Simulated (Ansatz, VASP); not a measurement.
**Two plane-wave programs on Ag**

File INCAR:

```
SYSTEM = Ag
PREC = Accurate ; ENCUT = 600
EDIFF = 1E-6 ; ISMEAR = -1
SIGMA = 0.1 ; LREAL = .FALSE.
LASPH = .TRUE. ; NELM = 100
ALGO = Normal ; ISIF = 3
LWAVE = .FALSE. ; LCHARG = .FALSE.
GGA = PE ; IBRION = 2
NSW = 60 ; EDIFFG = -0.005
```

File KPOINTS:

```
regular mesh
0
G
  15 15 15
  0 0 0
```

The input POSCAR:

```
Ag
1.0
   -2.5557344181      2.5557344181      1.4056539300
    2.5557344181     -2.5557344181      1.4056539300
    2.5557344181      2.5557344181     -1.4056539300
Ag
2
Direct
   -0.3750000000     -0.1250000000     -0.2500000000
    0.3750000000      0.1250000000      0.2500000000
```

Input for Ansatz:

```yaml
crystal:
  lattice:
    - [-2.5557344181, 2.5557344181, 1.40565393]
    - [2.5557344181, -2.5557344181, 1.40565393]
    - [2.5557344181, 2.5557344181, -1.40565393]
  atoms:
    - { symbol: Ag, position: [-0.375, -0.125, -0.25] }
    - { symbol: Ag, position: [0.375, 0.125, 0.25] }
kpoints:
  mp_grid: { grid: [15, 15, 15] }
scf:
  occupations: { method: fermi_dirac, width: 0.1 }
hamiltonian:
  xc: pbe
  pseudopotentials: { kind: paw }
output:
  forces: true
  stress: true
relax:
  f_tol: 0.005
  max_steps: 40
  cell: {}
```

Alike in both runs: task relaxation of cell and atoms; functional PBE; k mesh 15 × 15 × 15; occupations fermi-dirac, width 0.1 eV; no spin polarisation.

|  | VASP | Ansatz |
| --- | --- | --- |
| version | VASP 6.6.1 | Ansatz 0.2.0 |
| potentials or method | VASP PAW PBE potentials, release 64 (Ag) | PAW with Ansatz's default frozen-core files, scalar-relativistic |
| plane-wave cutoff (eV) | 600 | 420 |
| valence electrons in the cell | 22 | 38 |

|  | VASP | Ansatz | Ansatz less VASP |
| --- | --- | --- | --- |
| relaxed volume (Å³/atom) | 19.72 | 19.75 | +0.035 |
| relaxed length of the cell vector where the two differ most in proportion (Å) | 4.011 | 4.013 | +0.0024 |

VASP's potentials hold 22 valence electrons a cell and Ansatz's 38, so a difference there can come from the potentials and not from the codes.
